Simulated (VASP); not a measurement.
# Nb2Si2O (Cmmm) in VASP: notebook, part 2 of 2

VASP 6.6.1. The steps go on from the part before.

### 3 Single point, PBE

This run uses another cell than the first one, of 14.14 Å³/atom.

File INCAR:

```
PREC = Accurate
ENCUT = 520
EDIFF = 1E-6
ISMEAR = 0
SIGMA = 0.1
LREAL = False
LASPH = True
NELM = 100
ALGO = Normal
ISIF = 2
LWAVE = False
LCHARG = False
GGA = PE
NBANDS = 28
```

File KPOINTS:

```
regular mesh
0
Gamma
  4 4 6
```

File POSCAR:

```
Nb2Si2O
1.0
    2.9213876626     -3.3066272390      0.0000000000
    2.9213876626      3.3066272390      0.0000000000
    0.0000000000      0.0000000000      3.6604453168
Nb Si O
2 2 1
Direct
    0.0000000000      0.5000000000      0.0000000000
    0.5000000000      0.0000000000      0.0000000000
    0.0000000000      0.0000000000      0.5000000000
    0.5000000000      0.5000000000      0.5000000000
    0.5000000000      0.5000000000      0.0000000000
```

Potentials or basis: VASP PAW PBE potentials, release 64 (Nb_sv, Si, O).

Command:

```sh
$ cat potpaw_PBE.64/Nb_sv/POTCAR potpaw_PBE.64/Si/POTCAR potpaw_PBE.64/O/POTCAR > POTCAR
$ mpirun -np 1 vasp_std > vasp.out
```

OUTCAR:

```text
PREC = Accurate
   ENCUT = 520
   EDIFF = 1E-6
   ISMEAR = 0
   LREAL = False
   LASPH = True
   NELM = 100
   ISIF = 2
   GGA = PE

 ion  position               nearest neighbor table
   1  0.000  0.500  0.000-   5 2.21   5 2.21   3 2.87   3 2.87   4 2.87   3 2.87   3 2.87   4 2.87
                             4 2.87   4 2.87   2 2.92   2 2.92
   2  0.500  0.000  0.000-   5 2.21   5 2.21   3 2.87   3 2.87   4 2.87   4 2.87   4 2.87   4 2.87
                             3 2.87   3 2.87   1 2.92   1 2.92
   3  0.000  0.000  0.500-   1 2.87   2 2.87   1 2.87   2 2.87   1 2.87   1 2.87   2 2.87   2 2.87
                             4 2.92   4 2.92
   4  0.500  0.500  0.500-   5 1.83   5 1.83   1 2.87   1 2.87   2 2.87   2 2.87   2 2.87   2 2.87
                             1 2.87   1 2.87   3 2.92   3 2.92
   5  0.500  0.500  0.000-   4 1.83   4 1.83   1 2.21   2 2.21   2 2.21   1 2.21

  LATTYP: Found a base centered orthorhombic cell.
 ALAT       =     5.8427753252
 B/A-ratio  =     1.1318686942
 C/A-ratio  =     0.6264908563

  Lattice vectors:

 A1 = (   2.9213876626,  -3.3066272390,   0.0000000000)
 A2 = (   2.9213876626,   3.3066272390,   0.0000000000)
 A3 = (   0.0000000000,   0.0000000000,   3.6604453168)

Analysis of symmetry for initial positions (statically):
[... 176 lines left out ...]
  free energy    TOTEN  =       -37.86045071 eV

  energy without entropy =      -37.85199368  energy(sigma->0) =      -37.85622220

 E-fermi :  11.2334     XC(G=0): -11.9952

 val. band max:       11.2052179657   @ k =   0.5000   0.0000   0.1667
 cond. band min:      11.3100951856   @ k =   0.2500   0.2500   0.3333
 fundamental gap:      0.1048772200
 Fermi energy:        11.2333767312

 k-point     1 :       0.0000    0.0000    0.0000
  band No.  band energies     occupation
      1     -44.2502      2.00000
      2     -44.1416      2.00000
      3     -20.8363      2.00000
      4     -20.5565      2.00000
      5     -20.2613      2.00000
      6     -20.2072      2.00000
[... 733 lines left out ...]
     27      14.0994      0.00000
     28      16.1659      0.00000

 [... further k-points ...]
[... 5 lines left out ...]
  --------------------------------------------------------------------------------------
  -------------------------------------------------------------------------------------
  Total       -0.1904660     -0.2094396      0.1729020     -0.0000000      0.0000000      0.0000000
  in kB       -4.3150888     -4.7449432      3.9171691     -0.0000000      0.0000000      0.0000000
  external PRESSURE =      -1.7142877 kB  Pullay stress =       0.0000000 kB

 VOLUME and BASIS-vectors are now :
 -----------------------------------------------------------------------------
  energy-cutoff  :      520.00
  volume of cell :       70.72
      direct lattice vectors                 reciprocal lattice vectors
     2.921387663 -3.306627239  0.000000000     0.171151541 -0.151211480  0.000000000
     2.921387663  3.306627239  0.000000000     0.171151541  0.151211480  0.000000000
     0.000000000  0.000000000  3.660445317     0.000000000  0.000000000  0.273190804

 POSITION                                       TOTAL-FORCE (eV/Angst)
 -----------------------------------------------------------------------------------
      1.46069      1.65331      0.00000        -0.000000      0.000000      0.000000
      1.46069     -1.65331      0.00000        -0.000000      0.000000      0.000000
      0.00000      0.00000      1.83022        -0.000000      0.000000      0.000000
      2.92139      0.00000      1.83022        -0.000000      0.000000      0.000000
      2.92139      0.00000      0.00000         0.000000     -0.000000      0.000000
 -----------------------------------------------------------------------------------
    total drift:                                0.000000     -0.000000     -0.000000

  FREE ENERGIE OF THE ION-ELECTRON SYSTEM (eV)
  ---------------------------------------------------
  free  energy   TOTEN  =       -37.8604507117 eV

  energy  without entropy=      -37.8519936789  energy(sigma->0) =      -37.85622220
```

OSZICAR:

```text
N       E                     dE             d eps       ncg     rms          rms(c)
DAV:   1     0.387143030534E+03    0.38714E+03   -0.21427E+04  1568   0.143E+03
DAV:   2    -0.598700915512E+01   -0.39313E+03   -0.38351E+03  1884   0.514E+02
DAV:   3    -0.385356984689E+02   -0.32549E+02   -0.31833E+02  2760   0.115E+02
DAV:   4    -0.407192381546E+02   -0.21835E+01   -0.21562E+01  2456   0.244E+01
DAV:   5    -0.408126199124E+02   -0.93382E-01   -0.93081E-01  2668   0.498E+00    0.130E+01
DAV:   6    -0.379871391626E+02    0.28255E+01   -0.16964E+01  2312   0.261E+01    0.505E+00
DAV:   7    -0.378749319769E+02    0.11221E+00   -0.15996E+00  2560   0.811E+00    0.272E+00
DAV:   8    -0.378621265718E+02    0.12805E-01   -0.16790E-01  2096   0.249E+00    0.775E-01
DAV:   9    -0.378602486073E+02    0.18780E-02   -0.24139E-02  2616   0.106E+00    0.341E-01
DAV:  10    -0.378604253244E+02   -0.17672E-03   -0.30184E-03  2080   0.375E-01    0.194E-01
DAV:  11    -0.378604449407E+02   -0.19616E-04   -0.95324E-04  2116   0.229E-01    0.388E-02
DAV:  12    -0.378604530449E+02   -0.81042E-05   -0.82060E-05  2352   0.778E-02    0.105E-02
DAV:  13    -0.378604503215E+02    0.27234E-05   -0.64549E-06  1956   0.185E-02    0.517E-03
DAV:  14    -0.378604507117E+02   -0.39017E-06   -0.10199E-06  1300   0.920E-03
   1 F= -.37860451E+02 E0= -.37856222E+02  d E =-.845703E-02
```

stdout:

```text
POSCAR found type information on POSCAR NbSiO
 POSCAR found :  3 types and       5 ions
 scaLAPACK will be used
 LDA part: xc-table for (Slater+PW92), standard interpolation
 POSCAR, INCAR and KPOINTS ok, starting setup
 FFT: planning ... GRIDC
 FFT: planning ... GRID_SOFT
 FFT: planning ... GRID
 WAVECAR not read
 entering main loop
```

Run time: 38 s. Hardware: 1 thread of AMD EPYC 9R45 (Zen 5), shared host; peak memory 0.18 GiB.

What came out:

```
Free energy            : -37.8605 eV
Pressure               : -0.2 GPa
Band gap on the k mesh : zero (bands 20 and 21 overlap by 0.86 eV)
```

Levels at points of the mesh, in eV from the Fermi level:
| k point | band 17 | band 18 | band 19 | band 20 | band 21 | band 22 | band 23 | band 24 |
| --- | --- | --- | --- | --- | --- | --- | --- | --- |
| (0.00, 0.00, 0.00) | -1.99 | -1.78 | -1.64 | -1.25 | -0.40 | 0.40 | 0.88 | 1.67 |
| (0.50, 0.00, 0.00) | -1.83 | -1.31 | -0.72 | -0.59 | -0.20 | -0.08 | 0.71 | 1.42 |
| (0.50, 0.50, 0.00) | -2.83 | -2.04 | -0.71 | 0.32 | 1.21 | 1.53 | 2.10 | 3.88 |
| (0.00, 0.00, 0.50) | -2.82 | -1.99 | -0.75 | 0.22 | 0.92 | 1.71 | 1.76 | 2.41 |
| (0.50, 0.00, 0.50) | -3.38 | -0.99 | -0.39 | -0.09 | 0.52 | 0.54 | 1.57 | 1.80 |
| (0.50, 0.50, 0.50) | -2.76 | -2.23 | -0.79 | -0.03 | 1.21 | 1.67 | 2.10 | 2.13 |

### 4 Relaxation of cell and atoms, PBE

File INCAR:

```
PREC = Accurate ; ENCUT = 600
EDIFF = 1E-7 ; ISMEAR = 0
SIGMA = 0.1 ; LREAL = F
LASPH = T ; NELM = 60
ALGO = Normal ; ISIF = 3
LWAVE = F ; LCHARG = F
GGA = PE ; IBRION = 2
NSW = 90 ; EDIFFG = -0.04
```

File KPOINTS:

```
Automatic mesh
0
Gamma
  4 4 6
```

Edit POSCAR of step 3 so:

```diff
@@ -2,5 +2,5 @@
 1.0
-    2.9213876626     -3.3066272390      0.0000000000
-    2.9213876626      3.3066272390      0.0000000000
-    0.0000000000      0.0000000000      3.6604453168
+    2.9254980573     -3.2964418021      0.0000000000
+    2.9254980573      3.2964418021      0.0000000000
+    0.0000000000      0.0000000000      3.6480069587
 Nb Si O
```

Potentials or basis: VASP PAW PBE potentials, release 64 (Nb_sv, Si, O).

Command:

```sh
$ cat potpaw_PBE.64/Nb_sv/POTCAR potpaw_PBE.64/Si/POTCAR potpaw_PBE.64/O/POTCAR > POTCAR
$ mpirun -np 1 vasp_std > vasp.out
```

OUTCAR:

```text
PREC = Accurate
   ENCUT = 600
   EDIFF = 1E-7
   ISMEAR = 0
   LREAL = F
   LASPH = T
   NELM = 60
   ISIF = 3
   GGA = PE
   IBRION = 2
   NSW = 90
   EDIFFG = -0.04

 ion  position               nearest neighbor table
   1  0.000  0.500  0.000-   5 2.20   5 2.20   3 2.86   3 2.86   4 2.86   3 2.86   3 2.86   4 2.86
                             4 2.86   4 2.86   2 2.93   2 2.93
   2  0.500  0.000  0.000-   5 2.20   5 2.20   3 2.86   3 2.86   4 2.86   4 2.86   4 2.86   4 2.86
                             3 2.86   3 2.86   1 2.93   1 2.93
   3  0.000  0.000  0.500-   1 2.86   2 2.86   1 2.86   2 2.86   1 2.86   1 2.86   2 2.86   2 2.86
                             4 2.93   4 2.93
   4  0.500  0.500  0.500-   5 1.82   5 1.82   1 2.86   1 2.86   2 2.86   2 2.86   2 2.86   2 2.86
                             1 2.86   1 2.86   3 2.93   3 2.93
   5  0.500  0.500  0.000-   4 1.82   4 1.82   1 2.20   2 2.20   2 2.20   1 2.20

  LATTYP: Found a base centered orthorhombic cell.
 ALAT       =     5.8509961146
 B/A-ratio  =     1.1267967838
 C/A-ratio  =     0.6234847686

  Lattice vectors:

 A1 = (   2.9254980573,  -3.2964418021,   0.0000000000)
 A2 = (   2.9254980573,   3.2964418021,   0.0000000000)
 A3 = (   0.0000000000,   0.0000000000,   3.6480069587)

Analysis of symmetry for initial positions (statically):
=====================================================================
 Subroutine PRICEL returns:
 Original cell was already a primitive cell.

 Routine SETGRP: Setting up the symmetry group for a
 base centered orthorhombic supercell.

 Subroutine GETGRP returns: Found  8 space group operations
 (whereof  8 operations were pure point group operations)
 out of a pool of  8 trial point group operations.

The static configuration has the point symmetry D_2h.

Analysis of symmetry for dynamics (positions and initial velocities):
=====================================================================
 Subroutine PRICEL returns:
 Original cell was already a primitive cell.

 Routine SETGRP: Setting up the symmetry group for a
 base centered orthorhombic supercell.

[... 133 lines left out ...]
  Thomas-Fermi vector in A             =   2.483206
   LORBIT       =      0    0 simple, 1 ext, 2 COOP (PROOUT), +10 PAW based schemes
   GGA     = PE    functional components
   LHFCALC =     F    Hartree Fock is set to
   AEXX    =    0.0000 exact exchange contribution
   IVDW    =     0    specifies the selected vdW correction
   LEPSILON=     F    determine dielectric tensor
   LRPA    =     F    only Hartree local field effects (RPA)
 conjugate gradient relaxation of ions
 non-spin polarized calculation
 Gauss-broadening in eV      SIGMA  =   0.10
  energy-cutoff  :      600.00
  volume of cell :       70.36
 maximum number of plane-waves:      2366
   NGX = 17   NGY = 17   NGZ = 15

--------------------------------------- Ionic step        1  -------------------------------------------

 number of electron      39.9999989 magnetization

 Free energy of the ion-electron system (eV)
  ---------------------------------------------------
  ext. energy  EPLUGINS =         0.00000000
  ---------------------------------------------------
  free energy    TOTEN  =       -37.86177172 eV

  energy without entropy =      -37.85322436  energy(sigma->0) =      -37.85749804

------------------------ aborting loop because EDIFF is reached ----------------------------------------

  FORCE on cell =-STRESS in cart. coord.  units (eV):
  Direction    XX          YY          ZZ          XY          YZ          ZX
  --------------------------------------------------------------------------------------
  -------------------------------------------------------------------------------------
  Total       -0.1069192      0.2086460      0.6259169      0.0000000      0.0000000      0.0000000
  in kB       -2.4346445      4.7510508     14.2526758      0.0000000      0.0000000      0.0000000
  external PRESSURE =       5.5230274 kB  Pullay stress =       0.0000000 kB
[... 104 lines left out ...]
--------------------------------------- Ionic step        4  -------------------------------------------

 number of electron      39.9999990 magnetization

 Free energy of the ion-electron system (eV)
  ---------------------------------------------------
  ext. energy  EPLUGINS =         0.00000000
  ---------------------------------------------------
  free energy    TOTEN  =       -37.86388094 eV

  energy without entropy =      -37.85468069  energy(sigma->0) =      -37.85928081

 E-fermi :  11.2607     XC(G=0): -12.0039

 val. band max:       11.2531301716   @ k =   0.5000   0.5000   0.5000
 cond. band min:      11.3304640657   @ k =   0.2500   0.2500   0.3333
 fundamental gap:      0.0773338941
 Fermi energy:        11.2607483159

 k-point     1 :       0.0000    0.0000    0.0000
  band No.  band energies     occupation
      1     -44.2226      2.00000
      2     -44.1109      2.00000
      3     -20.8163      2.00000
      4     -20.5304      2.00000
      5     -20.2398      2.00000
      6     -20.1770      2.00000
[... 637 lines left out ...]
     23      12.7786      0.00000
     24      13.1331      0.00000

 [... further k-points ...]
[... 5 lines left out ...]
  --------------------------------------------------------------------------------------
  -------------------------------------------------------------------------------------
  Total        0.1118062      0.0302157      0.0150621      0.0000000      0.0000000      0.0000000
  in kB        2.5375375      0.6857720      0.3418483      0.0000000      0.0000000      0.0000000
  external PRESSURE =       1.1883859 kB  Pullay stress =       0.0000000 kB
[... 20 lines left out ...]
  FREE ENERGIE OF THE ION-ELECTRON SYSTEM (eV)
  ---------------------------------------------------
  free  energy   TOTEN  =       -37.8638809380 eV

  energy  without entropy=      -37.8546806913  energy(sigma->0) =      -37.85928081

 reached required accuracy - stopping structural energy minimisation
```

OSZICAR:

```text
N       E                     dE             d eps       ncg     rms          rms(c)
DAV:   1     0.448957948080E+03    0.44896E+03   -0.23677E+04  1344   0.186E+03
DAV:   2     0.473710783541E+01   -0.44422E+03   -0.43929E+03  1560   0.638E+02
DAV:   3    -0.378353655466E+02   -0.42572E+02   -0.42184E+02  2360   0.147E+02
[... 42 lines left out ...]
DAV:   4    -0.378638620132E+02   -0.11369E-04   -0.40374E-04  2160   0.128E-01    0.287E-02
DAV:   5    -0.378638673731E+02   -0.53599E-05   -0.67459E-05  2448   0.540E-02    0.234E-02
DAV:   6    -0.378638772537E+02   -0.98806E-05   -0.12541E-05  2144   0.245E-02    0.104E-02
DAV:   7    -0.378638804246E+02   -0.31709E-05   -0.57250E-06  2304   0.160E-02    0.271E-03
DAV:   8    -0.378638809391E+02   -0.51450E-06   -0.80481E-07  1776   0.620E-03    0.927E-04
DAV:   9    -0.378638809380E+02    0.11241E-08   -0.88932E-08  1248   0.314E-03
   4 F= -.37863881E+02 E0= -.37859281E+02  d E =-.358023E-03
```

CONTCAR:

```text
Nb2Si2O
   1.00000000000000
     2.9146701124937686   -3.2980096373147618    0.0000000000000000
     2.9146701124937686    3.2980096373147618    0.0000000000000000
     0.0000000000000000    0.0000000000000000    3.6719158257761735
  Nb              Si              O
     2     2     1
Direct
     0.0000000000000000    0.5000000000000000    0.0000000000000000
     0.5000000000000000    0.0000000000000000    0.0000000000000000
     1.0000000000000000    0.0000000000000000    0.5000000000000000
     0.5000000000000000    0.5000000000000000    0.5000000000000000
     0.5000000000000000    0.5000000000000000    0.0000000000000000

  0.00000000E+00  0.00000000E+00  0.00000000E+00
  0.00000000E+00  0.00000000E+00  0.00000000E+00
  0.00000000E+00  0.00000000E+00  0.00000000E+00
  0.00000000E+00  0.00000000E+00  0.00000000E+00
  0.00000000E+00  0.00000000E+00  0.00000000E+00
```

Run time: 2.1 min. Hardware: 1 thread of AMD EPYC 9R45 (Zen 5), shared host; peak memory 0.2 GiB.

What came out:

| Quantity | Value |
| --- | --- |
| Free energy | -37.8639 eV |
| Relaxed volume | 14.12 Å³/atom |
| Relaxed cell | a = 4.401 Å, b = 4.401 Å, c = 3.672 Å, α = 90.00°, β = 90.00°, γ = 97.06° |
| Space group after relaxing (to 0.1 Å) | Cmmm (No. 65) |
| Energy gained by relaxing | 0.4 meV/atom |
| Ionic steps | 4 |
| Pressure after relaxing | 0.1 GPa |
| Band gap on the k mesh | zero (bands 20 and 21 overlap by 0.87 eV) |

Stress tensor (GPa, compression positive):
```
0.25 0.00 0.00
0.00 0.07 0.00
0.00 0.00 0.03
```

Step by step:
```
step  energy change (eV)  largest force (eV/Å)  pressure (GPa)  volume (Å³)
   1              0.0000                0.0000            0.55        70.36
   2             -0.0017                0.0000           -0.51        70.86
   3             -0.0018                0.0000           -0.33        70.77
   4             -0.0021                0.0000            0.12        70.59
```

Final structure:
```cif
data_structure
_symmetry_space_group_name_H-M 'P 1'
_symmetry_Int_Tables_number 1
_cell_length_a 4.4014
_cell_length_b 4.4014
_cell_length_c 3.6719
_cell_angle_alpha 90.000
_cell_angle_beta 90.000
_cell_angle_gamma 97.062
_cell_volume 70.59
loop_
_atom_site_label
_atom_site_type_symbol
_atom_site_fract_x
_atom_site_fract_y
_atom_site_fract_z
_atom_site_occupancy
Nb1 Nb 0.00000 0.50000 0.00000 1
Nb2 Nb 0.50000 0.00000 0.00000 1
Si1 Si 0.00000 0.00000 0.50000 1
Si2 Si 0.50000 0.50000 0.50000 1
O1 O 0.50000 0.50000 0.00000 1
```

Levels at points of the mesh, in eV from the Fermi level:
```csv
k point,band 17,band 18,band 19,band 20,band 21,band 22,band 23,band 24
"(0.00, 0.00, 0.00)",-1.99,-1.82,-1.64,-1.28,-0.40,0.40,0.82,1.70
"(0.50, 0.00, 0.00)",-1.88,-1.29,-0.75,-0.59,-0.18,-0.10,0.71,1.41
"(0.50, 0.50, 0.00)",-2.88,-2.04,-0.70,0.32,1.21,1.57,2.11,3.93
"(0.00, 0.00, 0.50)",-2.85,-1.96,-0.76,0.25,0.84,1.72,1.80,2.43
"(0.50, 0.00, 0.50)",-3.38,-0.99,-0.38,-0.09,0.53,0.55,1.52,1.87
"(0.50, 0.50, 0.50)",-2.75,-2.23,-0.79,-0.01,1.24,1.63,2.06,2.15
```

### 5 Single point, PBE

File INCAR:

```
  PREC = Accurate
  ENCUT = 520
  EDIFF = 1E-6
  ISMEAR = 0
  SIGMA = 0.1
  LREAL = F
  LASPH = T
  NELM = 60
  ALGO = Normal
  ISIF = 2
  LWAVE = F
  LCHARG = F
  GGA = PE
  NBANDS = 28
```

File KPOINTS:

```
regular mesh
0
Gamma
  8 8 10
```

Edit POSCAR of step 4 so:

```diff
@@ -2,5 +2,5 @@
 1.0
-    2.9254980573     -3.2964418021      0.0000000000
-    2.9254980573      3.2964418021      0.0000000000
-    0.0000000000      0.0000000000      3.6480069587
+    3.0557379960     -3.1594873372      0.0000000000
+    3.0557379960      3.1594873372      0.0000000000
+    0.0000000000      0.0000000000      3.6483209323
 Nb Si O
```

Command:

```sh
$ cat potpaw_PBE.64/Nb_sv/POTCAR potpaw_PBE.64/Si/POTCAR potpaw_PBE.64/O/POTCAR > POTCAR
$ mpirun -np 1 vasp_std > vasp.out
```

Wall time 2.6 min (1 thread of AMD EPYC 9R45 (Zen 5), shared host); peak memory 0.31 GiB.

Results (log left out):

| Item | Value |
| --- | --- |
| Free energy | -37.8732 eV |
| Pressure | -0.2 GPa |
| Band gap on the k mesh | zero (bands 20 and 21 overlap by 1.07 eV) |

Stress tensor (GPa, compression positive):
```
-0.24  0.00  0.00
 0.00 -0.26  0.00
 0.00  0.00  0.03
```

Levels at points of the mesh, in eV from the Fermi level:
```tsv
k point	band 17	band 18	band 19	band 20	band 21	band 22	band 23	band 24
(0.00, 0.00, 0.00)	-2.08	-1.92	-1.59	-1.45	-0.38	0.86	0.92	1.22
(0.50, 0.00, 0.00)	-1.80	-1.26	-0.74	-0.61	-0.19	-0.05	0.72	1.67
(0.50, 0.50, 0.00)	-2.80	-1.59	-1.23	0.41	1.37	1.84	2.49	3.16
(0.00, 0.00, 0.50)	-2.73	-1.25	-0.79	-0.65	0.97	1.63	1.86	2.42
(0.50, 0.00, 0.50)	-3.39	-1.04	-0.51	-0.07	0.53	0.59	1.59	1.83
(0.50, 0.50, 0.50)	-2.72	-1.75	-1.37	0.24	0.78	1.88	1.98	2.99
```

### 6 Summary

```tsv
task	cell	k mesh	cutoff (eV)	gap on the mesh (eV)	pressure (GPa)
single point	a = 4.407, b = 4.407, c = 3.648 Å, angles 90.0, 90.0, 96.8°, 5 atoms	4 × 4 × 4	520	none	-0.1
single point	a = 4.412, b = 4.412, c = 3.660 Å, angles 90.0, 90.0, 97.1°, 5 atoms	4 × 4 × 6	520	none	-0.2
relaxation of cell and atoms	relaxed from a = 4.407, b = 4.407, c = 3.648 Å, angles 90.0, 90.0, 96.8°, 5 atoms	4 × 4 × 6	600	none	0.1
single point	a = 4.395, b = 4.395, c = 3.648 Å, angles 90.0, 90.0, 91.9°, 5 atoms	8 × 8 × 10	520	none	-0.2
```

Alike in all rows: level PBE; potentials or basis VASP PAW PBE potentials, release 64 (Nb_sv, Si, O); no spin polarisation; smearing gaussian 0.1 eV.

Caveats: some runs use coarse meshes.

Total energies depend on the potentials used, so only differences within one code and one set of settings carry meaning.
